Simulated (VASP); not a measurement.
# Si3Br (I4/mmm) in VASP: a series of runs

The runs below take Si3Br through single point, with PBE.

Everything below comes from runs of VASP 6.6.1. Logs are shortened: lines on timing, memory, paths and dates and some standing lists are left out, and cuts for length are marked.

## (1) The cell of the first run

Symmetry: I4/mmm, No. 139, tetragonal system. Conventional cell: a = 4.100 Å, b = 4.100 Å, c = 9.027 Å, α = 90.00°, β = 90.00°, γ = 90.00°. Si (site symmetry 4/mmm) has 4 Br at 2.90 Å and 8 Si at 3.05 Å within 3.8 Å. Si (site symmetry -4m2) has 8 Si at 2.90 to 3.05 Å and 4 Br at 3.05 Å within 3.8 Å. Within 3.8 Å of Br (site symmetry 4/mmm) lie 12 Si at 2.90 to 3.05 Å.

The cell was generated, and may not be a known phase.

## (2) Single point, PBE

The input, INCAR:

```
SYSTEM = Si3Br
PREC     = Accurate       ! precision mode
ENCUT    = 520            ! plane-wave cutoff, eV
EDIFF    = 1E-6           ! SCF threshold, eV
ISMEAR   = 0              ! smearing method
SIGMA    = 0.1            ! smearing width, eV
LREAL    = .False.        ! projectors in reciprocal space
LASPH    = .True.         ! aspherical terms in the spheres
NELM     = 80             ! most SCF steps
ALGO     = Normal         ! electronic algorithm
ISIF     = 2              ! what is computed and relaxed
LWAVE    = .False.        ! write WAVECAR
LCHARG   = .False.        ! write CHGCAR
GGA      = PE             ! functional
NBANDS   = 18             ! bands
```

The input, KPOINTS:

```
Automatic mesh
0
Gamma
  6 6 6
  0 0 0
```

The input, POSCAR:

```
Si3Br
1.0
   -2.0498154400      2.0498154400      4.5133448100
    2.0498154400     -2.0498154400      4.5133448100
    2.0498154400      2.0498154400     -4.5133448100
Si Br
3 1
Direct
    0.5000000000      0.5000000000      0.0000000000
    0.7500000000      0.2500000000      0.5000000000
    0.2500000000      0.7500000000      0.5000000000
    0.0000000000      0.0000000000      0.0000000000
```

Potentials or basis: VASP PAW PBE potentials, release 64 (Si, Br).

The run is started by

```bash
cat potpaw_PBE.64/Si/POTCAR potpaw_PBE.64/Br/POTCAR > POTCAR
mpirun -np 1 vasp_std > vasp.out
```

OUTCAR:

```text
SYSTEM = Si3Br
   PREC = Accurate
   ENCUT = 520
   EDIFF = 1E-6
   ISMEAR = 0
   LREAL = .False.
   LASPH = .True.
   NELM = 80
   ISIF = 2
   GGA = PE

 ion  position               nearest neighbor table
   1  0.500  0.500  0.000-   4 2.90   4 2.90   4 2.90   4 2.90   3 3.05   2 3.05   3 3.05   2 3.05
                             3 3.05   3 3.05   2 3.05   2 3.05
   2  0.750  0.250  0.500-   3 2.90   3 2.90   3 2.90   3 2.90   1 3.05   1 3.05   1 3.05   1 3.05

   3  0.250  0.750  0.500-   2 2.90   2 2.90   2 2.90   2 2.90   1 3.05   1 3.05   1 3.05   1 3.05

   4  0.000  0.000  0.000-   1 2.90   1 2.90   1 2.90   1 2.90

  LATTYP: Found a body centered tetragonal cell.
 ALAT       =     4.0996308800
 C/A-ratio  =     2.2018298438

  Lattice vectors:

 A1 = (  -2.0498154400,   2.0498154400,   4.5133448100)
 A2 = (   2.0498154400,  -2.0498154400,   4.5133448100)
 A3 = (   2.0498154400,   2.0498154400,  -4.5133448100)

Analysis of symmetry for initial positions (statically):
=====================================================================
 Subroutine PRICEL returns:
 Original cell was already a primitive cell.

 Routine SETGRP: Setting up the symmetry group for a
 body centered tetragonal supercell.

 Subroutine GETGRP returns: Found 16 space group operations
 (whereof 16 operations were pure point group operations)
 out of a pool of 16 trial point group operations.

The static configuration has the point symmetry D_4h.

Analysis of symmetry for dynamics (positions and initial velocities):
=====================================================================
 Subroutine PRICEL returns:
 Original cell was already a primitive cell.

 Routine SETGRP: Setting up the symmetry group for a
 body centered tetragonal supercell.

 Subroutine GETGRP returns: Found 16 space group operations
 (whereof 16 operations were pure point group operations)
 out of a pool of 16 trial point group operations.

The dynamic configuration has the point symmetry D_4h.

 Subroutine INISYM returns: Found 16 space group operations
 (whereof 16 operations are pure point group operations),
 and found     1 'primitive' translations

----------------------------------------------------------------------------------------

                                     Primitive cell

  volume of cell :      75.8557

[... 91 lines left out ...]
   NELM   =     80;   NELMIN=  2; NELMDL= -5     # of ELM steps
   EDIFF  = 0.1E-05   stopping-criterion for ELM
   LREAL  =      F    real-space projection
   EDIFFG = 0.1E-04   stopping-criterion for IOM
   NSW    =      0    number of steps for IOM
   IBRION =     -1    ionic relax: 0-MD 1-quasi-New 2-CG
   NFREE  =      0    steps in history (QN), initial steepest desc. (CG)
   ISIF   =      2    stress and relaxation
   ISYM   =      2    0-nonsym 1-usesym 2-fastsym
   POTIM  = 0.5000    time-step for ionic-motion
   TEBEG  =    0.0;   TEEND  =   0.0 temperature during run
   PSTRESS=    0.0 pullay stress
   NELECT =      19.0000    total number of electrons
   NUPDOWN=      -1.0000    fix difference up-down
   EMIN   =  10.00;   EMAX   =-10.00  energy-range for DOS
   EFERMI =   0.00;   METHOD = LEGACY
   ISMEAR =     0;   SIGMA  =   0.10  broadening in eV -4-tet -1-fermi 0-gaus
   EFERMI_NEDOS =   21; number of points for ismear=-14 and -15
   IALGO  =     38    algorithm
   IMIX   =      4    mixing-type and parameters
     AMIX     =   0.40;   BMIX     =  1.00
     AMIX_MAG =   1.60;   BMIX_MAG =  1.00
  volume/ion in A,a.u.               =      18.96       127.97
  Fermi-wavevector in a.u.,A,eV,Ry     =   1.031961  1.950124 14.489441  1.064944
  Thomas-Fermi vector in A             =   2.166135
   LORBIT       =      0    0 simple, 1 ext, 2 COOP (PROOUT), +10 PAW based schemes
   GGA     = PE    functional components
   LHFCALC =     F    Hartree Fock is set to
   AEXX    =    0.0000 exact exchange contribution
   IVDW    =     0    specifies the selected vdW correction
   LEPSILON=     F    determine dielectric tensor
   LRPA    =     F    only Hartree local field effects (RPA)
 non-spin polarized calculation
 Gauss-broadening in eV      SIGMA  =   0.10
  energy-cutoff  :      520.00
  volume of cell :       75.86
 maximum number of plane-waves:      2057
   NGX = 19   NGY = 19   NGZ = 19

 number of electron      19.0000000 magnetization

 Free energy of the ion-electron system (eV)
  ---------------------------------------------------
  ext. energy  EPLUGINS =         0.00000000
  ---------------------------------------------------
  free energy    TOTEN  =       -14.31942695 eV

  energy without entropy =      -14.30723459  energy(sigma->0) =      -14.31333077

 E-fermi :   7.1069     XC(G=0): -10.3182

 val. band max:        7.0911798227   @ k =  -0.1667  -0.3333   0.1667
 cond. band min:       7.1106229749   @ k =  -0.1667   0.3333   0.1667
 fundamental gap:      0.0194431522
 Fermi energy:         7.1069136149

 k-point     1 :       0.0000    0.0000    0.0000
  band No.  band energies     occupation
      1     -10.0636      2.00000
      2      -2.7336      2.00000
      3       0.6736      2.00000
      4       1.8744      2.00000
      5       1.8744      2.00000
      6       2.0208      2.00000
[... 481 lines left out ...]
      5       1.7178      2.00000
      6       3.2536      2.00000
[... 10 lines left out ...]
     17      12.7744      0.00000
     18      14.1659      0.00000

 [... further k-points ...]

------------------------ aborting loop because EDIFF is reached ----------------------------------------

  FORCE on cell =-STRESS in cart. coord.  units (eV):
  Direction    XX          YY          ZZ          XY          YZ          ZX
  --------------------------------------------------------------------------------------
  -------------------------------------------------------------------------------------
  Total       -0.6238156     -0.6238156      0.1108935      0.0000000      0.0000000      0.0000000
  in kB      -13.1758537    -13.1758537      2.3422256      0.0000000      0.0000000      0.0000000
  external PRESSURE =      -8.0031606 kB  Pullay stress =       0.0000000 kB

 VOLUME and BASIS-vectors are now :
 -----------------------------------------------------------------------------
  energy-cutoff  :      520.00
  volume of cell :       75.86
      direct lattice vectors                 reciprocal lattice vectors
    -2.049815440  2.049815440  4.513344810     0.000000000  0.243924399  0.110782584
     2.049815440 -2.049815440  4.513344810     0.243924399  0.000000000  0.110782584
     2.049815440  2.049815440 -4.513344810     0.243924399  0.243924399  0.000000000

 POSITION                                       TOTAL-FORCE (eV/Angst)
 -----------------------------------------------------------------------------------
      0.00000      0.00000      4.51334        -0.000000      0.000000      0.000000
     -0.00000      2.04982      2.25667         0.000000     -0.000000      0.000000
      2.04982     -0.00000      2.25667         0.000000     -0.000000     -0.000000
      0.00000      0.00000      0.00000        -0.000000      0.000000      0.000000
 -----------------------------------------------------------------------------------
    total drift:                               -0.000000     -0.000000      0.000000

  FREE ENERGIE OF THE ION-ELECTRON SYSTEM (eV)
  ---------------------------------------------------
  free  energy   TOTEN  =       -14.3194269537 eV

  energy  without entropy=      -14.3072345947  energy(sigma->0) =      -14.31333077
```

It took 19 s on 1 thread of Intel Xeon 6975P-C (Granite Rapids), shared host; peak memory 0.24 GiB.

Results:

| Item | Value |
| --- | --- |
| Free energy | -14.3194 eV |
| Pressure | -0.8 GPa |
| Band gap on the k mesh | zero (an odd number of electrons rules out a gap without spin polarisation) |

Caveat: an odd number of electrons without spin polarisation forces a metal; a magnetic or distorted state may lie lower.

## (3) Single point, PBE

This run uses another cell than the first one, of 20.95 Å³/atom.

The input, INCAR:

```
SYSTEM = Si3Br
  PREC = Accurate
  ENCUT = 520
  EDIFF = 1E-6
  ISMEAR = 0
  SIGMA = 0.1
  LREAL = .False.
  LASPH = .True.
  NELM = 100
  ALGO = Normal
  ISIF = 2
  LWAVE = .False.
  LCHARG = .False.
  GGA = PE
  NBANDS = 18
```

The input, KPOINTS:

```
Automatic mesh
0
Gamma
  16 16 16
  0 0 0
```

The input, POSCAR:

```
Si3Br
1.0
   -1.8347499421      1.8347499421      6.2238379492
    1.8347499421     -1.8347499421      6.2238379492
    1.8347499421      1.8347499421     -6.2238379492
Si Br
3 1
Direct
    0.5000000000      0.5000000000      0.0000000000
    0.7500000000      0.2500000000      0.5000000000
    0.2500000000      0.7500000000      0.5000000000
    0.0000000000      0.0000000000      0.0000000000
```

Potentials or basis: VASP PAW PBE potentials, release 64 (Si, Br).

The run is started by

```bash
cat potpaw_PBE.64/Si/POTCAR potpaw_PBE.64/Br/POTCAR > POTCAR
mpirun -np 1 vasp_std > vasp.out
```

OUTCAR:

```text
SYSTEM = Si3Br
   PREC = Accurate
   ENCUT = 520
   EDIFF = 1E-6
   ISMEAR = 0
   LREAL = .False.
   LASPH = .True.
   NELM = 100
   ISIF = 2
   GGA = PE

 ion  position               nearest neighbor table
   1  0.500  0.500  0.000-   4 2.59   4 2.59   4 2.59   4 2.59
   2  0.750  0.250  0.500-   3 2.59   3 2.59   3 2.59   3 2.59
   3  0.250  0.750  0.500-   2 2.59   2 2.59   2 2.59   2 2.59
   4  0.000  0.000  0.000-   1 2.59   1 2.59   1 2.59   1 2.59

  LATTYP: Found a body centered tetragonal cell.
 ALAT       =     3.6694998842
 C/A-ratio  =     3.3921995616

  Lattice vectors:

 A1 = (  -1.8347499421,   1.8347499421,   6.2238379492)
 A2 = (   1.8347499421,  -1.8347499421,   6.2238379492)
 A3 = (   1.8347499421,   1.8347499421,  -6.2238379492)

Analysis of symmetry for initial positions (statically):
=====================================================================
 Subroutine PRICEL returns:
 Original cell was already a primitive cell.

 Routine SETGRP: Setting up the symmetry group for a
 body centered tetragonal supercell.

 Subroutine GETGRP returns: Found 16 space group operations
 (whereof 16 operations were pure point group operations)
 out of a pool of 16 trial point group operations.

The static configuration has the point symmetry D_4h.

Analysis of symmetry for dynamics (positions and initial velocities):
=====================================================================
 Subroutine PRICEL returns:
 Original cell was already a primitive cell.

 Routine SETGRP: Setting up the symmetry group for a
 body centered tetragonal supercell.

 Subroutine GETGRP returns: Found 16 space group operations
 (whereof 16 operations were pure point group operations)
 out of a pool of 16 trial point group operations.

The dynamic configuration has the point symmetry D_4h.

 Subroutine INISYM returns: Found 16 space group operations
 (whereof 16 operations are pure point group operations),
[... 119 lines left out ...]
     AMIX     =   0.40;   BMIX     =  1.00
     AMIX_MAG =   1.60;   BMIX_MAG =  1.00
  volume/ion in A,a.u.               =      20.95       141.39
  Fermi-wavevector in a.u.,A,eV,Ry     =   0.998241  1.886402 13.558000  0.996485
  Thomas-Fermi vector in A             =   2.130451
   LORBIT       =      0    0 simple, 1 ext, 2 COOP (PROOUT), +10 PAW based schemes
   GGA     = PE    functional components
   LHFCALC =     F    Hartree Fock is set to
   AEXX    =    0.0000 exact exchange contribution
   IVDW    =     0    specifies the selected vdW correction
   LEPSILON=     F    determine dielectric tensor
   LRPA    =     F    only Hartree local field effects (RPA)
 non-spin polarized calculation
 Gauss-broadening in eV      SIGMA  =   0.10
  energy-cutoff  :      520.00
  volume of cell :       83.81
 maximum number of plane-waves:      2284
   NGX = 25   NGY = 25   NGZ = 25

 number of electron      18.9999999 magnetization

 Free energy of the ion-electron system (eV)
  ---------------------------------------------------
  ext. energy  EPLUGINS =         0.00000000
  ---------------------------------------------------
  free energy    TOTEN  =       -14.75661161 eV

  energy without entropy =      -14.74962254  energy(sigma->0) =      -14.75311707

 E-fermi :   6.0111     XC(G=0):  -9.7646

 val. band max:        5.9972361092   @ k =  -0.3125  -0.4375   0.0625
 cond. band min:       6.0159621608   @ k =  -0.4375  -0.4375   0.1250
 fundamental gap:      0.0187260515
 Fermi energy:         6.0111224480

 k-point     1 :       0.0000    0.0000    0.0000
  band No.  band energies     occupation
      1     -11.7705      2.00000
      2      -4.6348      2.00000
      3      -0.5478      2.00000
      4       0.1437      2.00000
      5       0.4533      2.00000
      6       0.4533      2.00000
[... 481 lines left out ...]
      5       0.3133      2.00000
      6       1.4943      2.00000
[... 10 lines left out ...]
     17      11.3244      0.00000
     18      12.8349      0.00000

 [... further k-points ...]

------------------------ aborting loop because EDIFF is reached ----------------------------------------

  FORCE on cell =-STRESS in cart. coord.  units (eV):
  Direction    XX          YY          ZZ          XY          YZ          ZX
  --------------------------------------------------------------------------------------
  -------------------------------------------------------------------------------------
  Total       -0.0075979     -0.0075979     -0.0013032      0.0000000     -0.0000000      0.0000000
  in kB       -0.1452550     -0.1452550     -0.0249143      0.0000000     -0.0000000      0.0000000
  external PRESSURE =      -0.1051414 kB  Pullay stress =       0.0000000 kB

 VOLUME and BASIS-vectors are now :
 -----------------------------------------------------------------------------
  energy-cutoff  :      520.00
  volume of cell :       83.81
      direct lattice vectors                 reciprocal lattice vectors
    -1.834749942  1.834749942  6.223837949     0.000000000  0.272516700  0.080336282
     1.834749942 -1.834749942  6.223837949     0.272516700  0.000000000  0.080336282
     1.834749942  1.834749942 -6.223837949     0.272516700  0.272516700  0.000000000

 POSITION                                       TOTAL-FORCE (eV/Angst)
 -----------------------------------------------------------------------------------
      0.00000      0.00000      6.22384         0.000000     -0.000000      0.000000
      0.00000      1.83475      3.11192        -0.000000      0.000000     -0.000000
      1.83475      0.00000      3.11192         0.000000     -0.000000     -0.000000
      0.00000      0.00000      0.00000         0.000000     -0.000000      0.000000
 -----------------------------------------------------------------------------------
    total drift:                               -0.000000     -0.000000      0.000000

  FREE ENERGIE OF THE ION-ELECTRON SYSTEM (eV)
  ---------------------------------------------------
  free  energy   TOTEN  =       -14.7566116108 eV

  energy  without entropy=      -14.7496225373  energy(sigma->0) =      -14.75311707
```

OSZICAR:

```text
N       E                     dE             d eps       ncg     rms          rms(c)
DAV:   1     0.458768169618E+02    0.45877E+02   -0.71809E+03 12564   0.854E+02
DAV:   2    -0.119261899000E+02   -0.57803E+02   -0.54543E+02 16716   0.132E+02
DAV:   3    -0.152103730619E+02   -0.32842E+01   -0.32274E+01 16220   0.284E+01
DAV:   4    -0.152391976835E+02   -0.28825E-01   -0.28792E-01 16292   0.330E+00
DAV:   5    -0.152394750393E+02   -0.27736E-03   -0.27731E-03 16114   0.322E-01    0.976E+00
DAV:   6    -0.147869292672E+02    0.45255E+00   -0.90601E-01 15906   0.425E+00    0.707E+00
DAV:   7    -0.147592394952E+02    0.27690E-01   -0.17289E-01 15430   0.184E+00    0.331E+00
DAV:   8    -0.147581901993E+02    0.10493E-02   -0.43847E-02 14690   0.808E-01    0.393E-01
DAV:   9    -0.147568910046E+02    0.12992E-02   -0.11167E-02 14908   0.375E-01    0.259E-01
DAV:  10    -0.147566191229E+02    0.27188E-03   -0.91435E-04 14642   0.139E-01    0.512E-02
DAV:  11    -0.147566113300E+02    0.77929E-05   -0.16971E-04 16000   0.569E-02    0.170E-02
DAV:  12    -0.147566115440E+02   -0.21404E-06   -0.18963E-05 14838   0.220E-02    0.687E-03
DAV:  13    -0.147566116108E+02   -0.66834E-07   -0.10058E-06  8062   0.611E-03
   1 F= -.14756612E+02 E0= -.14753117E+02  d E =-.698907E-02
```

stdout:

```text
POSCAR found type information on POSCAR SiBr
 POSCAR found :  2 types and       4 ions
 scaLAPACK will be used
 LDA part: xc-table for (Slater+PW92), standard interpolation
 POSCAR, INCAR and KPOINTS ok, starting setup
 FFT: planning ... GRIDC
 FFT: planning ... GRID_SOFT
 FFT: planning ... GRID
 WAVECAR not read
 entering main loop
```

Run time: 7.5 min. Hardware: 1 thread of Intel Xeon 6975P-C (Granite Rapids), shared host; peak memory 0.68 GiB.

What came out:

| Property | Result |
| --- | --- |
| Free energy | -14.7566 eV |
| Pressure | 0.0 GPa |
| Band gap on the k mesh | zero (an odd number of electrons rules out a gap without spin polarisation) |

Levels at points of the mesh, in eV from the Fermi level:
```
           k point  band 5  band 6  band 7  band 8  band 9  band 10  band 11  band 12  band 13  band 14
(0.00, 0.00, 0.00)   -5.56   -5.56   -1.29   -1.29   -1.04    -0.92     1.77     2.00     4.42     4.71
(0.50, 0.00, 0.00)   -4.65   -4.64   -2.17   -0.77   -0.27     0.16     0.60     1.23     1.40     2.12
(0.50, 0.50, 0.00)   -6.26   -5.87   -5.22   -4.37   -3.60    -0.14     0.38     1.15     4.20     4.24
(0.50, 0.50, 0.50)   -5.58   -5.07   -2.30   -1.15   -1.15    -1.07     1.33     2.81     3.28     4.04
```

Caveat: an odd number of electrons without spin polarisation forces a metal; a magnetic or distorted state may lie lower.

## (4) Single point, PBE

This run uses another cell than the first one, of 20.95 Å³/atom.

The input, INCAR:

```
PREC = Accurate
ENCUT = 520
EDIFF = 1E-6
ISMEAR = 0
SIGMA = 0.1
LREAL = F
LASPH = T
NELM = 80
ALGO = Normal
ISIF = 2
LWAVE = F
LCHARG = F
GGA = PE
NBANDS = 18
```

The input, KPOINTS:

```
Automatic mesh
0
Gamma
  18 18 18
```

POSCAR is that of step 3.

The run is started by

```bash
cat potpaw_PBE.64/Si/POTCAR potpaw_PBE.64/Br/POTCAR > POTCAR
mpirun -np 1 vasp_std > vasp.out
```

It took 9.7 min on 1 thread of Intel Xeon 6975P-C (Granite Rapids), shared host; peak memory 0.82 GiB.

Results (log left out):

```yaml
Free_energy: -14.7579 eV
Pressure: 0.0 GPa
Band_gap_on_the_k_mesh: zero (an odd number of electrons rules out a gap without spin polarisation)
```

Stress tensor (GPa, compression positive):
```
 0.05  0.00  0.00
 0.00  0.05  0.00
 0.00  0.00 -0.04
```

Levels at points of the mesh, in eV from the Fermi level:
```csv
k point,band 6,band 7,band 8,band 9,band 10,band 11,band 12,band 13
"(0.00, 0.00, 0.00)",-5.56,-1.27,-1.27,-1.03,-0.90,1.77,2.01,4.43
"(0.50, 0.00, 0.00)",-4.64,-2.16,-0.77,-0.27,0.17,0.61,1.25,1.42
"(0.50, 0.50, 0.00)",-5.86,-5.21,-4.35,-3.60,-0.13,0.38,1.16,4.21
"(0.50, 0.50, 0.50)",-5.06,-2.29,-1.13,-1.13,-1.05,1.33,2.81,3.30
```

Caveat: an odd number of electrons without spin polarisation forces a metal; a magnetic or distorted state may lie lower.

## (5) Overview

```tsv
cell	k mesh	gap on the mesh (eV)	pressure (GPa)
a = 5.364 Å, angles 135.1, 135.1, 65.4°, 4 atoms	6 × 6 × 6	none	-0.8
a = 6.743 Å, angles 148.4, 148.4, 45.3°, 4 atoms	16 × 16 × 16	none	0.0
a = 6.743 Å, angles 148.4, 148.4, 45.3°, 4 atoms	18 × 18 × 18	none	0.0
```

Alike in all rows: task single point; level PBE; potentials or basis VASP PAW PBE potentials, release 64 (Si, Br); no spin polarisation; cutoff (eV) 520; smearing gaussian 0.1 eV.

Caveats: an odd number of electrons without spin polarisation forces a metal; a magnetic or distorted state may lie lower.

Total energies depend on the potentials used, so only differences within one code and one set of settings carry meaning.
